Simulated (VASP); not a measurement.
Wanted: the native input for a VASP 6.6.1 run.

| Quantity | Value |
| --- | --- |
| Task | single point |
| Functional | BLYP |
| Potentials or basis | VASP PAW PBE potentials, release 64 (Ga_d, N) |
| Cutoff | 520 eV |
| k mesh | 10 × 10 × 10 |
| Occupations | fermi-dirac, width 0.05 eV |
| Spin | no spin polarisation |
| Dipole correction | no |
| Further INCAR settings | ALGO = Normal; EDIFF = 1e-07; NBANDS = 16 |

The structure of GaN lies in POSCAR:

```
GaN
1.0
    0.0000000000      2.2684248875      2.2684248875
    2.2684248875      0.0000000000      2.2684248875
    2.2684248875      2.2684248875      0.0000000000
Ga N
1 1
Direct
    0.0000000000      0.0000000000      0.0000000000
    0.2500000000      0.2500000000      0.2500000000
```

One way to write it, as run:

INCAR

```
SYSTEM = GaN
  PREC = Accurate
  ENCUT = 520
  EDIFF = 1E-7
  ISMEAR = -1
  SIGMA = 0.05
  LREAL = .False.
  LASPH = .True.
  NELM = 60
  ALGO = Normal
  ISIF = 2
  LWAVE = .False.
  LCHARG = .True.
  GGA = B5
  ALDAX = 1.0
  AGGAX = 1.0
  AGGAC = 1.0
  ALDAC = 0.0
  LELF = .True.
  LVHAR = .True.
  NBANDS = 16
```

KPOINTS

```
regular mesh
0
Gamma
  10 10 10
  0 0 0
```

Potentials or basis: VASP PAW PBE potentials, release 64 (Ga_d, N).

Command:

```console
$ cat potpaw_PBE.64/Ga_d/POTCAR potpaw_PBE.64/N/POTCAR > POTCAR
$ mpirun -np 1 vasp_std > vasp.out
```

Results of the run:

| Quantity | Value |
| --- | --- |
| Pressure | 8.1 GPa |
| Band gap on the k mesh | 1.68 eV, direct |

Caveat: the PAW data sets were made with another functional, which shifts forces and pressure a little.

Wall time 44 s on 1 thread of Intel Xeon 8259CL, with other jobs on the host, peak memory 0.15 GiB.
